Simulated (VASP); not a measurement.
# LiC4O8 (a cell with a defect) in VASP: single point with PBE+D3(BJ)

Aim: the single point of LiC4O8 (a cell with a defect) with PBE+D3(BJ).

All numbers are computed with VASP 6.6.1; they aren't measurements. Logs are shortened: lines on timing, memory, paths and dates and some standing lists are left out, and cuts for length are marked.

### Step 1. The cell of the first run

The cell holds a defect, 13 atoms: a = 5.404 Å, b = 5.404 Å, c = 4.973 Å, α = 62.61°, β = 62.61°, γ = 54.78°.

### Step 2. Single point, PBE+D3(BJ), collinear spin

File INCAR:

```
SYSTEM = LiC4O8
PREC = Accurate
ENCUT = 520
EDIFF = 1E-7
ISMEAR = -1
SIGMA = 0.02
LREAL = .False.
LASPH = .True.
NELM = 150
ALGO = Normal
ISIF = 2
LWAVE = .False.
LCHARG = .True.
ISPIN = 2
MAGMOM = 0 0 0 0 0 0 0 0 0 0 0 0 1
LORBIT = 11
GGA = PE
IVDW = 12
LELF = .True.
LVHAR = .True.
NBANDS = 50
```

File KPOINTS:

```
Automatic mesh
0
Gamma
  3 3 3
  0 0 0
```

File POSCAR:

```
LiC4O8
1.0
    0.0000000000      3.5161000000      4.1043000000
    3.5161000000      0.0000000000      4.1043000000
    3.5161000000      3.5161000000      0.0000000000
C O Li
4 8 1
Direct
   -0.0305463024     -0.0165056433      0.0738504952
    0.2266907513      0.3598538725      0.1914002178
    0.5739887894      0.4779671219      0.4370038618
    0.8080080443      0.6805400180      0.7629865839
    0.0194275289     -0.0404243051      0.2889070278
    0.4135823046      0.0845848759      0.2209163346
   -0.0525427834      0.0230790626      0.8324229380
   -0.0561892470      0.5345482029      0.2540065171
    0.4857192601      0.5074192449      0.6958136813
    1.0421933590      0.4517670540      0.7480710841
    0.5275884848      0.4652686305      0.2331777061
    0.5787144571      0.9206775375      0.7630322272
    0.3410941534      0.9130805278      0.6157837251
```

Potentials or basis: VASP PAW PBE potentials, release 64 (C, O, Li_sv).

The run is started by

```console
> cat potpaw_PBE.64/C/POTCAR potpaw_PBE.64/O/POTCAR potpaw_PBE.64/Li_sv/POTCAR > POTCAR
> mpirun -np 1 vasp_std > vasp.out
```

OUTCAR:

```text
SYSTEM = LiC4O8
   PREC = Accurate
   ENCUT = 520
   EDIFF = 1E-7
   ISMEAR = -1
   LREAL = .False.
   LASPH = .True.
   NELM = 150
   ISIF = 2
   ISPIN = 2
   LORBIT = 11
   GGA = PE
   IVDW = 12
 IVDW          = 12

 ion  position               nearest neighbor table
   1  0.969  0.983  0.074-   5 1.15   7 1.17  13 2.25
   2  0.227  0.360  0.191-   6 1.21   8 1.22  13 2.34
   3  0.574  0.478  0.437-  11 1.19   9 1.20   8 1.92  13 2.32
   4  0.808  0.681  0.763-  10 1.15  12 1.17
   5  0.019  0.960  0.289-   1 1.15
   6  0.414  0.085  0.221-   2 1.21  13 1.70
   7  0.947  0.023  0.832-   1 1.17  13 1.75
   8  0.944  0.535  0.254-   2 1.22   3 1.92
   9  0.486  0.507  0.696-   3 1.20  13 1.76
  10  0.042  0.452  0.748-   4 1.15
  11  0.528  0.465  0.233-   3 1.19
  12  0.579  0.921  0.763-   4 1.17  13 1.77
  13  0.341  0.913  0.616-   6 1.70   7 1.75   9 1.76  12 1.77   1 2.25   3 2.32   2 2.34

  LATTYP: Found a body centered tetragonal cell.
 ALAT       =     4.9725163067
 C/A-ratio  =     1.6507939831

  Lattice vectors:

 A1 = (  -3.5161000000,   0.0000000000,   4.1043000000)
 A2 = (   3.5161000000,   0.0000000000,   4.1043000000)
 A3 = (   0.0000000000,   3.5161000000,  -4.1043000000)

Analysis of symmetry for initial positions (statically):
=====================================================================
 Subroutine PRICEL returns:
 Original cell was already a primitive cell.

 Routine SETGRP: Setting up the symmetry group for a
 body centered tetragonal supercell.

 Subroutine GETGRP returns: Found  1 space group operations
 (whereof  1 operations were pure point group operations)
 out of a pool of 16 trial point group operations.

The static configuration has the point symmetry C_1 .

Analysis of symmetry for dynamics (positions and initial velocities):
=====================================================================
 Subroutine PRICEL returns:
 Original cell was already a primitive cell.

 Routine SETGRP: Setting up the symmetry group for a
 body centered tetragonal supercell.

 Subroutine GETGRP returns: Found  1 space group operations
 (whereof  1 operations were pure point group operations)
 out of a pool of 16 trial point group operations.

The dynamic configuration has the point symmetry C_1 .

Analysis of structural, dynamic, and magnetic symmetry:
=====================================================================
 Subroutine PRICEL returns:
 Original cell was already a primitive cell.

 Routine SETGRP: Setting up the symmetry group for a
 body centered tetragonal supercell.

 Subroutine GETGRP returns: Found  1 space group operations
 (whereof  1 operations were pure point group operations)
 out of a pool of 16 trial point group operations.

The overall configuration has the point symmetry C_1 .

 Subroutine INISYM returns: Found  1 space group operations
 (whereof  1 operations are pure point group operations),
 and found     1 'primitive' translations

----------------------------------------------------------------------------------------

                                     Primitive cell

  volume of cell :     101.4826

  direct lattice vectors                    reciprocal lattice vectors
     0.000000000  3.516100000  4.104300000    -0.142203009  0.142203009  0.121823453
     3.516100000  0.000000000  4.104300000     0.142203009 -0.142203009  0.121823453
     3.516100000  3.516100000  0.000000000     0.142203009  0.142203009 -0.121823453

  length of vectors
     5.404464608  5.404464608  4.972516307     0.235126233  0.235126233  0.235126233

  position of ions in fractional coordinates (direct lattice)
     0.969453698  0.983494357  0.073850495
     0.226690751  0.359853872  0.191400218
     0.573988789  0.477967122  0.437003862
     0.808008044  0.680540018  0.762986584
     0.019427529  0.959575695  0.288907028
     0.413582305  0.084584876  0.220916335
     0.947457217  0.023079063  0.832422938
     0.943810753  0.534548203  0.254006517
     0.485719260  0.507419245  0.695813681
     0.042193359  0.451767054  0.748071084
     0.527588485  0.465268630  0.233177706
     0.578714457  0.920677537  0.763032227
     0.341094153  0.913080528  0.615783725

  ion indices of the primitive-cell ions
   primitive index   ion index
                 1           1
                 2           2
                 3           3
                 4           4
[... 75 lines left out ...]
   NFREE  =      0    steps in history (QN), initial steepest desc. (CG)
   ISIF   =      2    stress and relaxation
   ISYM   =      2    0-nonsym 1-usesym 2-fastsym
   POTIM  = 0.5000    time-step for ionic-motion
   TEBEG  =    0.0;   TEEND  =   0.0 temperature during run
   PSTRESS=    0.0 pullay stress
   NELECT =      67.0000    total number of electrons
   NUPDOWN=      -1.0000    fix difference up-down
   EMIN   =  10.00;   EMAX   =-10.00  energy-range for DOS
   EFERMI =   0.00;   METHOD = LEGACY
   ISMEAR =    -1;   SIGMA  =   0.02  broadening in eV -4-tet -1-fermi 0-gaus
   EFERMI_NEDOS =   21; number of points for ismear=-14 and -15
   IALGO  =     38    algorithm
   IMIX   =      4    mixing-type and parameters
     AMIX     =   0.40;   BMIX     =  1.00
     AMIX_MAG =   1.60;   BMIX_MAG =  1.00
  volume/ion in A,a.u.               =       7.81        52.68
  Fermi-wavevector in a.u.,A,eV,Ry     =   1.425507  2.693817 27.647981  2.032069
  Thomas-Fermi vector in A             =   2.545883
   LORBIT       =     11    0 simple, 1 ext, 2 COOP (PROOUT), +10 PAW based schemes
   GGA     = PE    functional components
   LHFCALC =     F    Hartree Fock is set to
   AEXX    =    0.0000 exact exchange contribution
   IVDW    =    12    specifies the selected vdW correction
   LEPSILON=     F    determine dielectric tensor
   LRPA    =     F    only Hartree local field effects (RPA)
 spin polarized calculation
  energy-cutoff  :      520.00
  volume of cell :      101.48
 maximum number of plane-waves:      2743
   NGX = 21   NGY = 21   NGZ = 19

 number of electron      67.0000002 magnetization      -0.0726606

 number of electron      67.0000002 magnetization       0.1091193

 Free energy of the ion-electron system (eV)
  ---------------------------------------------------
  ext. energy  EPLUGINS =         0.00000000
  ---------------------------------------------------
  free energy    TOTEN  =       -87.89553310 eV

  energy without entropy =      -87.89416782  energy(sigma->0) =      -87.89485046

 E-fermi :   6.5642     XC(G=0): -11.1192

 val. band max:        6.5641129086   @ k =   0.3333   0.0000   0.3333
 cond. band min:       6.6516847474   @ k =  -0.3333   0.3333  -0.3333
 fundamental gap:      0.0875718388
 Fermi energy:         6.5642290734

 spin component 1

 k-point     1 :       0.0000    0.0000    0.0000
  band No.  band energies     occupation
      1     -40.1822      1.00000
      2     -20.7831      1.00000
      3     -19.7938      1.00000
      4     -19.1770      1.00000
      5     -19.1281      1.00000
      6     -18.9717      1.00000
[... 661 lines left out ...]
     44      14.3365      0.00000
     45      15.0260      0.00000
 Fermi energy:         6.5642290734

 spin component 2

 k-point     1 :       0.0000    0.0000    0.0000
  band No.  band energies     occupation
      1     -40.1816      1.00000
      2     -20.7797      1.00000
      3     -19.7934      1.00000
      4     -19.1712      1.00000
      5     -19.1226      1.00000
      6     -18.9688      1.00000
[... 661 lines left out ...]
     44      14.3472      0.00000
     45      15.0389      0.00000
 [bands above 45 left out]

------------------------ aborting loop because EDIFF is reached ----------------------------------------

 Edisp (eV)   -1.74345

 E8    (eV) :    -0.4906

  FORCE on cell =-STRESS in cart. coord.  units (eV):
  Direction    XX          YY          ZZ          XY          YZ          ZX
  --------------------------------------------------------------------------------------
  -------------------------------------------------------------------------------------
  Total      23.57082    23.10522    23.94210     0.66880    -0.33031    -0.91410
  in kB     372.12912   364.77847   377.99092    10.55888    -5.21485   -14.43155
  external pressure =      371.63 kB  Pullay stress =        0.00 kB

 VOLUME and BASIS-vectors are now :
 -----------------------------------------------------------------------------
  energy-cutoff  :      520.00
  volume of cell :      101.48
      direct lattice vectors                 reciprocal lattice vectors
     0.000000000  3.516100000  4.104300000    -0.142203009  0.142203009  0.121823453
     3.516100000  0.000000000  4.104300000     0.142203009 -0.142203009  0.121823453
     3.516100000  3.516100000  0.000000000     0.142203009  0.142203009 -0.121823453

 POSITION                                       TOTAL-FORCE (eV/Angst)
 -----------------------------------------------------------------------------------
      3.71773      3.66836      8.01548        -0.067776     -0.134280     -0.096953
      1.93826      1.47005      2.40736         0.035133     -0.064969      0.340246
      3.21713      3.55475      4.31754        -0.060968      0.254425      0.285234
      5.07558      5.52377      6.10945         0.142956     -0.078308      0.005415
      4.38979      1.08414      4.01812         0.496469      0.590508      0.033684
      1.07417      2.23096      2.04463        -0.378235      0.269460     -0.129182
      3.00803      6.25824      3.98337        -0.363113     -0.502882     -0.024941
      2.77264      4.21165      6.06763         0.265709     -0.287983     -0.188421
      4.23069      4.15439      4.07614         0.394920      0.190441     -0.152116
      4.21875      2.77865      2.02736        -0.537929      0.528366      0.032533
      2.45581      2.67493      4.07498        -0.385127     -0.376989     -0.168766
      5.92009      4.71772      6.15395         0.404730     -0.382571      0.033767
      5.37564      3.36448      5.14751         0.053231     -0.005219      0.029502
 -----------------------------------------------------------------------------------
    total drift:                               -0.000679     -0.000875      0.001276

  FREE ENERGIE OF THE ION-ELECTRON SYSTEM (eV)
  ---------------------------------------------------
  free  energy   TOTEN  =       -89.6389867722 eV

  energy  without entropy=      -89.6376214943  energy(sigma->0) =      -89.63830413

 total charge

# of ion       s       p       d       tot
------------------------------------------
    1        0.943   1.833   0.000   2.775
    2        0.913   1.719   0.000   2.632
    3        0.917   1.758   0.000   2.675
    4        0.944   1.832   0.000   2.776
    5        1.616   3.616   0.000   5.233
    6        1.596   3.647   0.000   5.243
    7        1.610   3.642   0.000   5.251
    8        1.608   3.574   0.000   5.181
    9        1.601   3.629   0.000   5.231
   10        1.615   3.619   0.000   5.234
   11        1.611   3.598   0.000   5.208
   12        1.608   3.635   0.000   5.243
   13        2.055   0.114   0.000   2.169
--------------------------------------------------
tot         18.637  36.215   0.000  54.851

 magnetization (x)

# of ion       s       p       d       tot
------------------------------------------
    1        0.000   0.000   0.000   0.000
    2        0.008   0.027   0.000   0.035
    3        0.003   0.008   0.000   0.011
    4        0.000   0.000   0.000   0.000
    5        0.000  -0.000   0.000  -0.000
    6        0.000   0.009   0.000   0.010
    7       -0.000   0.000   0.000   0.000
    8        0.002   0.002   0.000   0.004
    9        0.002   0.000   0.000   0.002
   10        0.000   0.000   0.000   0.000
   11        0.001   0.009   0.000   0.010
   12        0.000   0.000   0.000   0.000
   13        0.000   0.000   0.000   0.000
--------------------------------------------------
tot          0.016   0.057   0.000   0.073
```

Run time: 1.7 min. Hardware: 1 thread of Intel Xeon 6975P-C (Granite Rapids), shared host; peak memory 0.35 GiB.

What came out:

* Free energy: -89.6390 eV
* Largest force: 0.772 eV/Å
* Net moment: 0.11 μB per cell
* Site moments: C +0.00, +0.04, +0.01 (each value once); O -0.00, +0.01, +0.00 (each value once); Li +0.00 μB
* Valence electrons inside the program's atomic spheres: C 2.77, 2.63, 2.67, 2.78; O 5.23, 5.24, 5.25, 5.18, 5.21 (each value once); Li 2.17
* Dispersion energy per atom: -0.134 eV

Forces on the atoms (eV/Å):
```
C   -0.068 -0.134 -0.097
C    0.035 -0.065  0.340
C   -0.061  0.254  0.285
C    0.143 -0.078  0.005
O    0.496  0.591  0.034
O   -0.378  0.269 -0.129
O   -0.363 -0.503 -0.025
O    0.266 -0.288 -0.188
O    0.395  0.190 -0.152
O   -0.538  0.528  0.033
O   -0.385 -0.377 -0.169
O    0.405 -0.383  0.034
Li   0.053 -0.005  0.030
```

Levels at points of the mesh, in eV from the Fermi level:
Spin up:
| k point | band 30 | band 31 | band 32 | band 33 | band 34 | band 35 | band 36 | band 37 | band 38 | band 39 |
| --- | --- | --- | --- | --- | --- | --- | --- | --- | --- | --- |
| (0.00, 0.00, 0.00) | -5.29 | -4.89 | -4.73 | -4.58 | -1.27 | 1.34 | 1.43 | 1.61 | 2.19 | 2.88 |
Spin down:
```csv
k point,band 30,band 31,band 32,band 33,band 34,band 35,band 36,band 37
"(0.00, 0.00, 0.00)",-5.27,-4.88,-4.72,-4.57,-1.13,1.36,1.44,1.62
```

Caveat: the k points lie up to 0.49 Å⁻¹ apart; the cutoff is under 1.25 times the usual one of these potentials, so pressure, stress and relaxed cells hold a basis-set (Pulay) error.
